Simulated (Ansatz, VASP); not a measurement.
One calculation of Cu, two programs

File INCAR:

```
SYSTEM = Cu
PREC     = Accurate       ! precision mode
ENCUT    = 520            ! plane-wave cutoff, eV
EDIFF    = 1E-6           ! SCF threshold, eV
ISMEAR   = 0              ! smearing method
SIGMA    = 0.1            ! smearing width, eV
LREAL    = .False.        ! projectors in reciprocal space
LASPH    = .True.         ! aspherical terms in the spheres
NELM     = 100            ! most SCF steps
ALGO     = Fast           ! electronic algorithm
ISIF     = 2              ! what is computed and relaxed
LWAVE    = .False.        ! write WAVECAR
LCHARG   = .False.        ! write CHGCAR
GGA      = PS             ! functional
NBANDS   = 30             ! bands
```

File KPOINTS:

```
regular mesh
0
Gamma
  24 24 6
  0 0 0
```

POSCAR

```
Cu
1.0
    2.5197984310      0.0000000000      0.0000000000
   -1.2598992155      2.1822094536      0.0000000000
    0.0000000000      0.0000000000      8.2352547623
Cu
4
Direct
    0.0000000000      0.0000000000      0.0000000000
    0.3333333333      0.6666666667      0.2500000000
    0.0000000000      0.0000000000      0.5000000000
    0.6666666667      0.3333333333      0.7500000000
```

Input for Ansatz:

```yaml
crystal:
  lattice:
    - [2.5197984285, 0.0, 0.0]
    - [-1.2598992142, 2.1822094515, 0.0]
    - [0.0, 0.0, 8.2352547795]
  atoms:
    - { symbol: Cu, position: [0.0, 0.0, 0.0] }
    - { symbol: Cu, position: [0.3333333333, 0.6666666667, 0.25] }
    - { symbol: Cu, position: [0.0, 0.0, 0.5] }
    - { symbol: Cu, position: [0.6666666667, 0.3333333333, 0.75] }
basis:
  ecutwfc: 420
kpoints:
  mp_grid: { grid: [24, 24, 6] }
hamiltonian:
  xc: pbesol
scf:
  occupations: { method: gaussian, width: 0.1 }
output:
  forces: true
  stress: true
  eigenvalues: true
```

Alike in both runs: task single point; functional PBEsol; k mesh 24 × 24 × 6; occupations gaussian, width 0.1 eV; no spin polarisation.

|  | VASP | Ansatz |
| --- | --- | --- |
| version | VASP 6.6.1 | Ansatz 0.2.0 |
| potentials or method | VASP PAW PBE potentials, release 64 (Cu), cutoff 520 eV | scalar-relativistic, plane waves, PAW |
| valence electrons in the cell | 44 | 76 |

Ansatz gave:

```
gap on the k mesh at the Fermi level (eV)                     : none
pressure (GPa)                                                : 0.0
traceless stress, the component that is largest in VASP (GPa) : 0.18
```

Problem. Which values does VASP return?

Solution. gap on the k mesh at the Fermi level (eV): none; pressure (GPa): 0.7; traceless stress, the component that is largest in VASP (GPa): 0.20.

VASP's potentials were made for PBE, not for PBEsol. A gap of «none» marks a metal or a gap that the smearing closes. VASP's potentials hold 44 valence electrons a cell and Ansatz's 76, so a difference there can come from the potentials and not from the codes.
